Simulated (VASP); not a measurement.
# Si16Ni16H (a cell with a defect) (H interstitial hop) in VASP: further runs

The runs below take Si16Ni16H (a cell with a defect) (H interstitial hop) through single point, with PBE.

Program: VASP 6.6.1. These are calculated values, not measurements. Logs are shortened: lines on timing, memory, paths and dates and some standing lists are left out, and cuts for length are marked.

### Step 1. The cell of the first run

The cell holds a defect, 33 atoms: a = 8.324 Å, b = 8.324 Å, c = 8.324 Å, α = 103.76°, β = 131.83°, γ = 95.47°.

### Step 2. Single point, PBE

File INCAR:

```
SYSTEM = Si16Ni16H
PREC = Accurate
ENCUT = 520
EDIFF = 1E-6
ISMEAR = 1
SIGMA = 0.1
LREAL = Auto
LASPH = .True.
NELM = 80
ALGO = Normal
ISIF = 2
LWAVE = .False.
LCHARG = .False.
GGA = PE
NBANDS = 134
```

File KPOINTS:

```
regular mesh
0
Gamma
  1 1 1
  0 0 0
```

File POSCAR:

```
Si16Ni16H
1.0
   -5.1384090200      3.3970617200      5.5985037800
    5.1384090200     -3.3970617200      5.5985037800
    5.1384090200      3.3970617200     -5.5985037800
Si Ni H
16 16 1
Direct
    0.1716666028      0.2073829218      0.7865247025
    0.1744422307      0.7073979659      0.2861569655
    0.6716637168      0.2073746582      0.2865618787
    0.6720884445      0.7073996091      0.7838269913
    0.3360200174      0.2928976772      0.2077138583
    0.3461223523      0.8067431823      0.7114596099
    0.8350345014      0.2916909019      0.7075012811
    0.8362295336      0.7954024029      0.2099512761
    0.3388219429      0.1179159153      0.5379570919
    0.3370056951      0.6194465178      0.0396192691
    0.8308063561      0.1178706029      0.0299407322
    0.8306321905      0.6194184952      0.5332478454
    0.1698079013      0.3648037474      0.4458946225
    0.1735731088      0.8821033180      0.9593335970
    0.6731806679      0.3817604205      0.9594218439
    0.6742057972      0.8807537026      0.4574228959
    0.4734885888      0.1035424235      0.8809556267
    0.4711845565      0.5975398491      0.3772034516
    0.9718159383      0.0970591983      0.3760945416
    0.9726653861      0.5982532410      0.8764389032
    0.0355530612      0.4031055266      0.1162332785
    0.0372006717      0.9026214230      0.6173921356
    0.5377406420      0.4031317280      0.6184061629
    0.5360719351      0.9026464961      0.1162679268
    0.0350918145      0.4089386391      0.6246102644
    0.0363031678      0.9120306312      0.1265940057
    0.5365149400      0.4135745052      0.1279020572
    0.5392801998      0.9138631731      0.6254402971
    0.4715795474      0.0876595059      0.3659320925
    0.4733877445      0.5911716356      0.8687900763
    0.9725938967      0.0876655689      0.8669454962
    0.9731623657      0.5911610238      0.3685395343
    0.1927721782      0.5776106290      0.6355372491
```

Potentials or basis: VASP PAW PBE potentials, release 64 (Si, Ni, H).

Command:

```console
cat potpaw_PBE.64/Si/POTCAR potpaw_PBE.64/Ni/POTCAR potpaw_PBE.64/H/POTCAR > POTCAR
mpirun -np 1 vasp_gam > vasp.out
```

OUTCAR:

```text
SYSTEM = Si16Ni16H
   PREC = Accurate
   ENCUT = 520
   EDIFF = 1E-6
   ISMEAR = 1
   LREAL = Auto
   LASPH = .True.
   NELM = 80
   ISIF = 2
   GGA = PE

 ion  position               nearest neighbor table
   1  0.172  0.207  0.787-  25 2.31  22 2.31  27 2.33  31 2.38  17 2.40  19 2.43   5 2.63   7 2.63
                            10 3.15
   2  0.174  0.707  0.286-  21 2.30  26 2.32  28 2.33  32 2.40  18 2.40  20 2.42   6 2.63   8 2.66
                            10 3.12   9 3.13
   3  0.672  0.207  0.287-  25 2.31  24 2.31  27 2.33  29 2.38  17 2.40  19 2.43   5 2.63   7 2.63
                            12 3.15
   4  0.672  0.707  0.784-  23 2.30  26 2.32  28 2.33  30 2.40  18 2.40  20 2.42   6 2.63   8 2.66
                            12 3.12  11 3.13
   5  0.336  0.293  0.208-  18 2.31  31 2.32  29 2.32  27 2.39  21 2.43  23 2.43   3 2.63   1 2.63
                            13 3.07  14 3.13
   6  0.346  0.807  0.711-  33 1.89  17 2.25  28 2.34  30 2.38  32 2.39  22 2.42  24 2.42   4 2.63
                             2 2.63
   7  0.835  0.292  0.708-  29 2.32  31 2.32  20 2.32  25 2.40  23 2.42  21 2.42   3 2.63   1 2.63
                            16 3.14
   8  0.836  0.795  0.210-  19 2.28  30 2.32  32 2.32  26 2.40  24 2.41  22 2.41   4 2.66   2 2.66
                            16 3.12
   9  0.339  0.118  0.538-  29 2.31  17 2.31  19 2.34  28 2.39  23 2.42  26 2.43  13 2.58  15 2.65
[... 32 lines left out ...]
                            20 2.68  30 2.71  32 2.71
  26  0.036  0.912  0.127-  14 2.31   2 2.32   4 2.32   8 2.40  11 2.43   9 2.43  19 2.66  20 2.67
                            29 2.69  31 2.69
  27  0.537  0.414  0.128-  15 2.31   1 2.33   3 2.33   5 2.39  12 2.40  10 2.40  17 2.63  18 2.66
                            32 2.70  30 2.70
  28  0.539  0.914  0.625-  16 2.29   2 2.33   4 2.33   6 2.34  11 2.39   9 2.39  18 2.66  29 2.66
                            31 2.66  17 2.73
  29  0.472  0.088  0.366-   9 2.31   7 2.32   5 2.32   3 2.38  14 2.40  16 2.42  28 2.66  24 2.66
                            23 2.68  26 2.69
  30  0.473  0.591  0.869-  33 1.74   8 2.32  10 2.33   6 2.38   4 2.40  15 2.42  13 2.53  24 2.65
                            23 2.68  27 2.70  25 2.71
  31  0.973  0.088  0.867-  11 2.31   7 2.32   5 2.32   1 2.38  14 2.40  16 2.42  28 2.66  22 2.67
                            21 2.68  26 2.69
  32  0.973  0.591  0.369-  33 1.74   8 2.32  12 2.33   6 2.39   2 2.40  15 2.42  13 2.53  22 2.65
                            21 2.68  27 2.70  25 2.71
  33  0.193  0.578  0.636-  32 1.74  30 1.74  25 1.77   6 1.89  13 1.97

  LATTYP: Found a body centered orthorhombic cell.
 ALAT       =     6.7941234400
 B/A-ratio  =     1.5126039629
 C/A-ratio  =     1.6480429976

  Lattice vectors:

 A1 = (   5.1384090200,   3.3970617200,   5.5985037800)
 A2 = (  -5.1384090200,  -3.3970617200,   5.5985037800)
 A3 = (   5.1384090200,  -3.3970617200,  -5.5985037800)

Analysis of symmetry for initial positions (statically):
=====================================================================
 Subroutine PRICEL returns:
[... 177 lines left out ...]
   EFERMI_NEDOS =   21; number of points for ismear=-14 and -15
   IALGO  =     38    algorithm
   IMIX   =      4    mixing-type and parameters
     AMIX     =   0.40;   BMIX     =  1.00
     AMIX_MAG =   1.60;   BMIX_MAG =  1.00
  volume/ion in A,a.u.               =      11.85        79.94
  Fermi-wavevector in a.u.,A,eV,Ry     =   1.361803  2.573435 25.232108  1.854508
  Thomas-Fermi vector in A             =   2.488348
   LORBIT       =      0    0 simple, 1 ext, 2 COOP (PROOUT), +10 PAW based schemes
   GGA     = PE    functional components
   LHFCALC =     F    Hartree Fock is set to
   AEXX    =    0.0000 exact exchange contribution
   IVDW    =     0    specifies the selected vdW correction
   LEPSILON=     F    determine dielectric tensor
   LRPA    =     F    only Hartree local field effects (RPA)
 non-spin polarized calculation
 Methfessel and Paxton  Order N= 1 SIGMA  =   0.10
  energy-cutoff  :      520.00
  volume of cell :      390.90
 maximum number of plane-waves:      5272
 NGX is ok and might be reduce to    64
   NGX = 31   NGY = 31   NGZ = 31

 number of electron     225.0000037 magnetization

 Free energy of the ion-electron system (eV)
  ---------------------------------------------------
  ext. energy  EPLUGINS =         0.00000000
  ---------------------------------------------------
  free energy    TOTEN  =      -191.92568204 eV

  energy without entropy =     -191.89827552  energy(sigma->0) =     -191.91654653

 E-fermi :  10.6312     XC(G=0): -12.2053

 val. band max:       10.4098410994   @ k =   0.0000   0.0000   0.0000
 cond. band min:      10.6576485182   @ k =   0.0000   0.0000   0.0000
 fundamental gap:      0.2478074188
 Fermi energy:        10.6312439592

 k-point     1 :       0.0000    0.0000    0.0000
  band No.  band energies     occupation
      1      -2.7176      2.00000
      2      -0.8471      2.00000
      3      -0.7628      2.00000
      4      -0.0462      2.00000
      5       0.6175      2.00000
      6       0.7028      2.00000
[... 116 lines left out ...]
    123      12.4080     -0.00000
    124      12.4284     -0.00000
 [bands above 124 left out]

------------------------ aborting loop because EDIFF is reached ----------------------------------------

  FORCE on cell =-STRESS in cart. coord.  units (eV):
  Direction    XX          YY          ZZ          XY          YZ          ZX
  --------------------------------------------------------------------------------------
  -------------------------------------------------------------------------------------
  Total        4.5980406    -19.5585425     15.4587187      0.0023743      0.0068684      1.9459855
  in kB       18.8460051    -80.1646675     63.3607052      0.0097314      0.0281515      7.9760176
  external PRESSURE =       0.6806809 kB  Pullay stress =       0.0000000 kB

 VOLUME and BASIS-vectors are now :
 -----------------------------------------------------------------------------
  energy-cutoff  :      520.00
  volume of cell :      390.90
      direct lattice vectors                 reciprocal lattice vectors
    -5.138409020  3.397061720  5.598503780     0.000000000  0.147186022  0.089309576
     5.138409020 -3.397061720  5.598503780     0.097306384  0.000000000  0.089309576
     5.138409020  3.397061720 -5.598503780     0.097306384  0.147186022  0.000000000

 POSITION                                       TOTAL-FORCE (eV/Angst)
 -----------------------------------------------------------------------------------
      4.22501      2.55054     -2.28125         0.000187      0.001503      0.006884
      4.20894     -0.83839      3.33493         0.004320      0.002944      0.000207
     -0.91323      2.55069      3.31698        -0.000303     -0.001537      0.007924
      4.20907      2.54275      3.33481         0.004365     -0.003616      0.001497
      0.84574      0.85211      2.35811        -0.006873     -0.000522     -0.009271
      6.02263      0.85211      2.47121        -0.007016      0.000120     -0.008548
[... 25 lines left out ...]
     -0.06917      2.54963      6.69460        -0.012498     -0.012504     -0.004370
      5.24311      0.85164      0.75493         0.002658      0.000894      0.017123
 -----------------------------------------------------------------------------------
    total drift:                                0.000140      0.006183     -0.001315

  FREE ENERGIE OF THE ION-ELECTRON SYSTEM (eV)
  ---------------------------------------------------
  free  energy   TOTEN  =      -191.9256820391 eV

  energy  without entropy=     -191.8982755186  energy(sigma->0) =     -191.91654653
```

OSZICAR:

```text
N       E                     dE             d eps       ncg     rms          rms(c)
DAV:   1     0.260123039663E+04    0.26012E+04   -0.10518E+05   268   0.222E+03
DAV:   2     0.290027009274E+03   -0.23112E+04   -0.22265E+04   268   0.566E+02
DAV:   3    -0.161223845883E+03   -0.45125E+03   -0.41706E+03   268   0.245E+02
[... 17 lines left out ...]
DAV:  21    -0.191925691443E+03    0.26330E-04   -0.26107E-04   320   0.217E-01    0.432E-02
DAV:  22    -0.191925686631E+03    0.48125E-05   -0.66696E-05   392   0.102E-01    0.277E-02
DAV:  23    -0.191925683624E+03    0.30073E-05   -0.19628E-05   328   0.643E-02    0.168E-02
DAV:  24    -0.191925682257E+03    0.13670E-05   -0.56687E-06   256   0.258E-02    0.674E-03
DAV:  25    -0.191925682039E+03    0.21751E-06   -0.16252E-06   152   0.192E-02
   1 F= -.19192568E+03 E0= -.19191655E+03  d E =-.274065E-01
```

Run time: 3.9 min. Hardware: 1 thread of Intel Xeon Platinum 8259CL at 2.50GHz (Skylake/Cascade Lake), shared host; peak memory 0.55 GiB.

What came out:

| Property | Result |
| --- | --- |
| Free energy | -191.9257 eV |
| Pressure | 0.1 GPa |
| Largest force | 0.019 eV/Å |

Forces in eV/Å, atoms in the order of the input:
```
Si   0.000  0.002  0.007
Si   0.004  0.003  0.000
Si   0.000 -0.002  0.008
Si   0.004 -0.004  0.001
Si  -0.007 -0.001 -0.009
Si  -0.007  0.000 -0.009
Si   0.005  0.001 -0.008
Si  -0.005  0.001 -0.011
Si  -0.009 -0.003 -0.003
Si   0.010  0.001 -0.005
Si  -0.007  0.002 -0.001
Si   0.010  0.000 -0.002
Si   0.009  0.000  0.004
Si  -0.004  0.001  0.009
Si   0.005  0.000  0.010
Si  -0.003  0.000  0.005
Ni   0.017 -0.002 -0.002
Ni   0.011  0.000 -0.004
Ni   0.004  0.000 -0.007
Ni   0.011  0.000 -0.011
Ni  -0.008  0.000  0.006
Ni  -0.010 -0.003  0.005
Ni  -0.009  0.000  0.004
Ni  -0.011  0.003  0.003
Ni   0.015  0.002 -0.004
Ni   0.011  0.000  0.007
Ni   0.006 -0.001  0.010
Ni   0.011  0.000  0.000
Ni  -0.015 -0.001 -0.005
Ni  -0.014  0.013 -0.004
Ni  -0.015 -0.001 -0.005
Ni  -0.012 -0.013 -0.004
H    0.003  0.001  0.017
```

Caveat: the k points lie up to 1.11 Å⁻¹ apart. Spin polarisation is off, so any magnetic state and its effect on volume and gap are missing.

(Part 1 of 2 ends here.)
